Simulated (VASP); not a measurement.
# HCl in VASP: further runs

HCl is run at these levels: PBE+D3(BJ); tasks: single point.

Program: VASP 6.6.1. These are calculated values, not measurements. Logs are shortened: lines on timing, memory, paths and dates and some standing lists are left out, and cuts for length are marked.

## Step 1: The cell of the first run

The cell holds an amorphous packing of atoms, 24 atoms: a = 8.197 Å, b = 8.197 Å, c = 8.197 Å, α = 90.00°, β = 90.00°, γ = 90.00°.

## Step 2: Single point, PBE+D3(BJ)

Input file INCAR:

```
PREC = Accurate
ENCUT = 520
EDIFF = 1E-7
ISMEAR = -1
SIGMA = 0.02
LREAL = Auto
LASPH = T
NELM = 60
ALGO = Normal
ISIF = 2
LWAVE = F
LCHARG = F
GGA = PE
IVDW = 12
NBANDS = 66
```

Input file KPOINTS:

```
regular mesh
0
Gamma
  1 1 1
```

Input file POSCAR:

```
HCl
1.0
    8.1971830000      0.0000000000      0.0000000000
    0.0000000000      8.1971830000      0.0000000000
    0.0000000000      0.0000000000      8.1971830000
Cl H
12 12
Direct
    0.5942407288      0.8887687392      0.2906608282
    0.0265701034      0.1305204483      0.0625214784
    0.0767336779      1.0710020747      0.5898977734
    0.3312967394      0.1583958782      0.2885381478
    0.4227305893      0.9550964032      0.7103903866
    0.4925472568      0.4750656415      0.6155285297
    0.7617860916      0.3386529250      0.3467166708
    0.9823740668      0.3966118604      0.7818295627
    0.1606649504      0.6750123793      0.4426886651
    0.8929409042      0.6576039598      0.0811986264
    0.5647549896      0.2208441607      0.9765793932
    0.3857788706      0.6307044749      0.0049041238
    0.7163924485      0.8086192537      0.2339218241
    0.0806496573      0.1931761192      0.1969579061
   -0.0244108250      0.9549622108      0.5523116905
    0.3986857436      0.1711807581      0.1426831632
    0.2781809312      0.9743713176      0.6301677052
    0.4599628921      0.3494005197      0.5250828242
    0.8045324839      0.2535017213      0.2099501743
    1.0519833460      0.4429814486      0.6555422759
    0.2036797275      0.5814680482      0.3285152960
    0.8749469177      0.5448457110      0.1917122016
    0.5478955392      0.0903115131      0.8873902169
    0.4196929604      0.7386927924      0.1124776646
```

Potentials or basis: VASP PAW PBE potentials, release 64 (Cl, H).

The run is started by

```sh
> cat potpaw_PBE.64/Cl/POTCAR potpaw_PBE.64/H/POTCAR > POTCAR
> mpirun -np 1 vasp_gam > vasp.out
```

OUTCAR:

```text
PREC = Accurate
   ENCUT = 520
   EDIFF = 1E-7
   ISMEAR = -1
   LREAL = Auto
   LASPH = T
   NELM = 60
   ISIF = 2
   GGA = PE
   IVDW = 12
 IVDW          = 12

 ion  position               nearest neighbor table
   1  0.594  0.889  0.291-  13 1.28
   2  0.027  0.131  0.063-  14 1.29
   3  0.077  0.071  0.590-  15 1.30
   4  0.331  0.158  0.289-  16 1.32
   5  0.423  0.955  0.710-  17 1.36
   6  0.493  0.475  0.616-  18 1.30
[... 16 lines left out ...]
  23  0.548  0.090  0.887-  11 1.30
  24  0.420  0.739  0.112-  12 1.28

  LATTYP: Found a simple cubic cell.
 ALAT       =     8.1971830000

  Lattice vectors:

 A1 = (   8.1971830000,   0.0000000000,   0.0000000000)
 A2 = (   0.0000000000,   8.1971830000,   0.0000000000)
 A3 = (   0.0000000000,   0.0000000000,   8.1971830000)

Analysis of symmetry for initial positions (statically):
=====================================================================
 Subroutine PRICEL returns:
 Original cell was already a primitive cell.

 Routine SETGRP: Setting up the symmetry group for a
 simple cubic supercell.

 Subroutine GETGRP returns: Found  1 space group operations
 (whereof  1 operations were pure point group operations)
 out of a pool of 48 trial point group operations.

The static configuration has the point symmetry C_1 .

Analysis of symmetry for dynamics (positions and initial velocities):
=====================================================================
 Subroutine PRICEL returns:
 Original cell was already a primitive cell.

 Routine SETGRP: Setting up the symmetry group for a
 simple cubic supercell.

 Subroutine GETGRP returns: Found  1 space group operations
 (whereof  1 operations were pure point group operations)
 out of a pool of 48 trial point group operations.

The dynamic configuration has the point symmetry C_1 .

 Subroutine INISYM returns: Found  1 space group operations
 (whereof  1 operations are pure point group operations),
 and found     1 'primitive' translations

----------------------------------------------------------------------------------------

                                     Primitive cell

  volume of cell :     550.7999

  direct lattice vectors                    reciprocal lattice vectors
     8.197183000  0.000000000  0.000000000     0.121993129  0.000000000  0.000000000
     0.000000000  8.197183000  0.000000000     0.000000000  0.121993129  0.000000000
     0.000000000  0.000000000  8.197183000     0.000000000  0.000000000  0.121993129

  length of vectors
     8.197183000  8.197183000  8.197183000     0.121993129  0.121993129  0.121993129

  position of ions in fractional coordinates (direct lattice)
     0.594240729  0.888768739  0.290660828
     0.026570103  0.130520448  0.062521478
     0.076733678  0.071002075  0.589897773
     0.331296739  0.158395878  0.288538148
     0.422730589  0.955096403  0.710390387
     0.492547257  0.475065642  0.615528530
[... 16 lines left out ...]
     0.547895539  0.090311513  0.887390217
     0.419692960  0.738692792  0.112477665

  ion indices of the primitive-cell ions
   primitive index   ion index
                 1           1
                 2           2
                 3           3
                 4           4
                 5           5
                 6           6
[... 16 lines left out ...]
                23          23
                24          24

----------------------------------------------------------------------------------------

 KPOINTS: regular mesh

Automatic generation of k-mesh.
 Grid dimensions read from file:
 generate k-points for:    1    1    1

 Generating k-lattice:

  Cartesian coordinates                     Fractional coordinates (reciprocal lattice)
     0.121993129  0.000000000  0.000000000     1.000000000  0.000000000  0.000000000
     0.000000000  0.121993129  0.000000000     0.000000000  1.000000000  0.000000000
     0.000000000  0.000000000  0.121993129     0.000000000  0.000000000  1.000000000

  Length of vectors
     0.121993129  0.121993129  0.121993129

  Shift w.r.t. Gamma in fractional coordinates (k-lattice)
     0.000000000  0.000000000  0.000000000

 Subroutine IBZKPT returns following result:
 ===========================================

 Found      1 irreducible k-points:

 Following reciprocal coordinates:
            Coordinates               Weight
  0.000000  0.000000  0.000000      1.000000
   k-points           NKPTS =      1   k-points in BZ     NKDIM =      1   number of bands    NBANDS=     66
   number of dos      NEDOS =    301   number of ions     NIONS =     24
   total plane-waves  NPLWV = 262144
   dimension x,y,z NGX =    64 NGY =   64 NGZ =   64
   dimension x,y,z NGXF=   128 NGYF=  128 NGZF=  128
   ions per type =              12  12
   NGX,Y,Z   is equivalent  to a cutoff of  12.98, 12.98, 12.98 a.u.
   NGXF,Y,Z  is equivalent  to a cutoff of  25.96, 25.96, 25.96 a.u.
 SYSTEM =  unknown system
   PREC   = accura    normal or accurate (medium, high low for compatibility)
   ISTART =      0    job   : 0-new  1-cont  2-samecut
   ICHARG =      2    charge: 1-file 2-atom 10-const
   ISPIN  =      1    spin polarized calculation?
   LNONCOLLINEAR =      F non collinear calculations
   LSORBIT =      F    spin-orbit coupling
   LASPH  =      T    aspherical Exc in radial PAW
   ENCUT  =  520.0 eV  38.22 Ry    6.18 a.u.  15.24 15.24 15.24*2*pi/ulx,y,z
   NELM   =     60;   NELMIN=  2; NELMDL= -5     # of ELM steps
   EDIFF  = 0.1E-06   stopping-criterion for ELM
   LREAL  =      T    real-space projection
   EDIFFG = 0.1E-05   stopping-criterion for IOM
   NSW    =      0    number of steps for IOM
   IBRION =     -1    ionic relax: 0-MD 1-quasi-New 2-CG
   NFREE  =      0    steps in history (QN), initial steepest desc. (CG)
   ISIF   =      2    stress and relaxation
   ISYM   =      2    0-nonsym 1-usesym 2-fastsym
   POTIM  = 0.5000    time-step for ionic-motion
   TEBEG  =    0.0;   TEEND  =   0.0 temperature during run
   PSTRESS=    0.0 pullay stress
   NELECT =      96.0000    total number of electrons
   NUPDOWN=      -1.0000    fix difference up-down
   EMIN   =  10.00;   EMAX   =-10.00  energy-range for DOS
   EFERMI =   0.00;   METHOD = LEGACY
   ISMEAR =    -1;   SIGMA  =   0.02  broadening in eV -4-tet -1-fermi 0-gaus
   EFERMI_NEDOS =   21; number of points for ismear=-14 and -15
   IALGO  =     38    algorithm
   IMIX   =      4    mixing-type and parameters
     AMIX     =   0.40;   BMIX     =  1.00
     AMIX_MAG =   1.60;   BMIX_MAG =  1.00
  volume/ion in A,a.u.               =      22.95       154.87
  Fermi-wavevector in a.u.,A,eV,Ry     =   0.914465  1.728089 11.377831  0.836247
  Thomas-Fermi vector in A             =   2.039095
   LORBIT       =      0    0 simple, 1 ext, 2 COOP (PROOUT), +10 PAW based schemes
   GGA     = PE    functional components
   LHFCALC =     F    Hartree Fock is set to
   AEXX    =    0.0000 exact exchange contribution
   IVDW    =    12    specifies the selected vdW correction
   LEPSILON=     F    determine dielectric tensor
   LRPA    =     F    only Hartree local field effects (RPA)
 non-spin polarized calculation
  energy-cutoff  :      520.00
  volume of cell :      550.80
 maximum number of plane-waves:      7398
 NGX is ok and might be reduce to    64
   NGX = 31   NGY = 31   NGZ = 31

 number of electron      95.9999999 magnetization

 Free energy of the ion-electron system (eV)
  ---------------------------------------------------
  ext. energy  EPLUGINS =         0.00000000
  ---------------------------------------------------
  free energy    TOTEN  =       -72.84215840 eV

  energy without entropy =      -72.84215840  energy(sigma->0) =      -72.84215840

 E-fermi :  -2.3175     XC(G=0):  -6.4440

 val. band max:       -2.8526875009   @ k =   0.0000   0.0000   0.0000
 cond. band min:       2.1637670795   @ k =   0.0000   0.0000   0.0000
 fundamental gap:      5.0164545805
 Fermi energy:        -2.3174929018

 k-point     1 :       0.0000    0.0000    0.0000
  band No.  band energies     occupation
      1     -17.9684      2.00000
      2     -17.4192      2.00000
      3     -17.2354      2.00000
      4     -17.0790      2.00000
      5     -16.9609      2.00000
      6     -16.8601      2.00000
[... 52 lines left out ...]
     59       4.7405      0.00000
     60       5.1737      0.00000
 [bands above 60 left out]

------------------------ aborting loop because EDIFF is reached ----------------------------------------

 Edisp (eV)   -1.68144

 E8    (eV) :    -0.5043

  FORCE on cell =-STRESS in cart. coord.  units (eV):
  Direction    XX          YY          ZZ          XY          YZ          ZX
  --------------------------------------------------------------------------------------
  -------------------------------------------------------------------------------------
  Total       4.41345     3.52492     4.73122    -1.26186    -0.11512    -0.31181
  in kB      12.83792    10.25335    13.76225    -3.67053    -0.33488    -0.90699
  external pressure =       12.28 kB  Pullay stress =        0.00 kB

 VOLUME and BASIS-vectors are now :
 -----------------------------------------------------------------------------
  energy-cutoff  :      520.00
  volume of cell :      550.80
      direct lattice vectors                 reciprocal lattice vectors
     8.197183000  0.000000000  0.000000000     0.121993129  0.000000000  0.000000000
     0.000000000  8.197183000  0.000000000     0.000000000  0.121993129  0.000000000
     0.000000000  0.000000000  8.197183000     0.000000000  0.000000000  0.121993129

 POSITION                                       TOTAL-FORCE (eV/Angst)
 -----------------------------------------------------------------------------------
      4.87110      7.28540      2.38260        -0.163610      0.129986      0.270620
      0.21780      1.06990      0.51250        -0.660279     -0.131085     -0.081135
      0.62900      0.58202      4.83550        -0.903359     -0.168403     -0.232587
      2.71570      1.29840      2.36520        -0.059355      0.242675      0.663576
      3.46520      7.82910      5.82320        -0.234079     -0.454664     -0.581448
      4.03750      3.89420      5.04560        -0.064765     -0.218600     -0.104160
[... 16 lines left out ...]
      4.49120      0.74030      7.27410        -0.197423      0.123157     -0.048653
      3.44030      6.05520      0.92200         0.204618      0.333699      0.328407
 -----------------------------------------------------------------------------------
    total drift:                               -0.000695      0.001193      0.001911

  FREE ENERGIE OF THE ION-ELECTRON SYSTEM (eV)
  ---------------------------------------------------
  free  energy   TOTEN  =       -74.5236003891 eV

  energy  without entropy=      -74.5236003890  energy(sigma->0) =      -74.52360039
```

Wall time 57 s (1 thread of AMD EPYC 7R13 (Zen 3), shared host); peak memory 0.48 GiB.

Results:

- Free energy: -74.5236 eV
- Pressure: 1.2 GPa
- Largest force: 1.606 eV/Å
- Band gap on the k mesh: 5.02 eV
- Dispersion energy per atom: -0.070 eV

Forces on the atoms (eV/Å):
```
Cl  -0.164  0.130  0.271
Cl  -0.660 -0.131 -0.081
Cl  -0.903 -0.168 -0.233
Cl  -0.059  0.243  0.664
Cl  -0.234 -0.455 -0.581
Cl  -0.065 -0.219 -0.104
Cl   0.566 -0.698 -1.274
Cl  -0.679 -0.197  1.092
Cl  -0.351  0.456  0.664
Cl  -0.011  0.143  0.206
Cl   0.340  0.235 -0.108
Cl  -0.234 -0.409 -0.205
H    0.433 -0.361 -0.305
H    0.225 -0.142 -0.063
H    0.202  0.130 -0.055
H    0.157  0.120  0.025
H    0.857 -0.038  0.642
H    0.079  0.170  0.079
H   -0.348  0.630  1.176
H    0.686  0.588 -1.327
H    0.290 -0.489 -0.750
H   -0.136  0.008 -0.012
H   -0.197  0.123 -0.049
H    0.205  0.334  0.328
```

Caveat: the k points lie up to 0.77 Å⁻¹ apart.

## Step 3: Single point, PBE+D3(BJ)

Input file INCAR:

```
PREC = Accurate ; ENCUT = 520
EDIFF = 1E-6 ; ISMEAR = -1
SIGMA = 0.02 ; LREAL = Auto
LASPH = T ; NELM = 80
ALGO = Normal ; ISIF = 2
LWAVE = F ; LCHARG = F
GGA = PE ; IVDW = 12
NBANDS = 66
```

KPOINTS is that of step 2.

Input file POSCAR:

```
HCl
1.0
    8.1971830000      0.0000000000      0.0000000000
    0.0000000000      8.1971830000      0.0000000000
    0.0000000000      0.0000000000      8.1971830000
Cl H
12 12
Direct
    0.5912274985      0.9108372962      0.3184264643
    0.0278998285      0.1433907234      0.0836262897
    0.0692798977      1.0576682258      0.5932769831
    0.3233549867      0.1712295553      0.3024209658
    0.4628175313      0.9351627260      0.6888220014
    0.4914127207      0.4128247472      0.6223601449
    0.7401445106      0.3312357428      0.3453015505
    0.9430922794      0.4087379774      0.7850379820
    0.1725226825      0.6795505236      0.4261219983
    0.8378854053      0.6361941657      0.0653029217
    0.5708302474      0.2269316178      0.9715898742
    0.3971242316      0.6264225161     -0.0239838491
    0.6859185650      0.8096927932      0.2584668416
    0.1345950188      0.0160054985      0.0651199321
    0.0445762892      0.9099223477      0.5889218284
    0.3869134067      0.1983364285      0.1537479400
    0.3246359146      0.9916821425      0.7427185656
    0.4796647824      0.3820336816      0.4719182187
    0.6978250943      0.1807572187      0.2948695912
    1.1014759583      0.4015403828      0.7646285315
    0.2276269787      0.5509697661      0.4924252637
    0.8833766429      0.5204714839      0.1610309298
    0.4900097997      0.2185750885      0.8377268142
    0.4391508644      0.6634962279      0.1278244002
```

Potentials or basis: VASP PAW PBE potentials, release 64 (Cl, H).

The run is started by

```sh
> cat potpaw_PBE.64/Cl/POTCAR potpaw_PBE.64/H/POTCAR > POTCAR
> mpirun -np 1 vasp_gam > vasp.out
```

It took 50 s on 1 thread of AMD EPYC 7R13 (Zen 3), shared host; peak memory 0.48 GiB.

It converged, with:

```
Free energy                : -73.9965 eV
Pressure                   : 1.2 GPa
Largest force              : 2.143 eV/Å
Band gap on the k mesh     : 4.57 eV
Dispersion energy per atom : -0.071 eV
```

Forces on the atoms (eV/Å):
```
Cl  -0.992  1.001  0.578
Cl   0.856 -1.810 -0.620
Cl   0.031  2.078  0.204
Cl   0.517  0.455 -0.393
Cl  -0.260  0.141  0.264
Cl  -0.405  0.622  1.149
Cl   0.085 -1.192 -0.583
Cl   0.890 -0.049 -0.591
Cl  -0.277  0.418 -0.422
Cl  -0.132  0.599  0.328
Cl   0.234  0.014  0.381
Cl   0.098  0.298  1.032
H    1.457 -1.301 -0.881
H   -1.372  1.496  0.299
H   -0.251 -2.108 -0.097
H   -0.199 -0.054  0.796
H    0.205 -0.211 -0.220
H   -0.071 -0.414 -0.947
H    0.387  0.946  0.432
H   -0.727  0.011  0.144
H    0.258 -0.504  0.334
H    0.005 -0.130  0.052
H   -0.025 -0.079 -0.295
H   -0.312 -0.227 -0.944
```

Stress tensor (GPa, compression positive):
```
 0.81 -0.37 -0.02
-0.37  1.26  0.10
-0.02  0.10  1.59
```

Levels at points of the mesh, in eV from the valence-band top:
```tsv
k point	band 44	band 45	band 46	band 47	band 48	band 49	band 50	band 51	band 52	band 53
(0.00, 0.00, 0.00)	-0.50	-0.48	-0.42	-0.23	0.00	4.57	5.54	5.75	6.07	6.25
```

Caveat: the k points lie up to 0.77 Å⁻¹ apart.
